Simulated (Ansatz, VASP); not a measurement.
# Sb: VASP beside Ansatz

```
Sb
1.0
     3.10955    0.00000    0.00000
     0.00000    3.10955    0.00000
     0.00000    0.00000    3.10953
Sb
1
Direct
  0.50000 0.50000 0.00000
```

Alike in both runs: functional PBE; k mesh 18 × 18 × 18; occupations gaussian, width 0.1 eV; no spin polarisation.

Ansatz relaxed the structure, and its values are those at the end. VASP's run is a single point on that final structure, the one shown.

|  | VASP | Ansatz |
| --- | --- | --- |
| version | VASP 6.6.1 | Ansatz 0.2.0 |
| potentials or method | VASP PAW PBE potentials, release 64 (Sb), cutoff 520 eV | scalar-relativistic, plane waves, PAW |
| valence electrons in the cell | 5 | 15 |

```csv
,VASP,Ansatz,Ansatz less VASP
gap on the k mesh at the Fermi level (eV),none,none,-
pressure (GPa),0.0,0.0,+0.03
```

A gap of «none» marks a metal or a gap that the smearing closes. VASP's potentials hold 5 valence electrons a cell and Ansatz's 15, so a difference there can come from the potentials and not from the codes.

Neither program's run includes spin-orbit coupling.
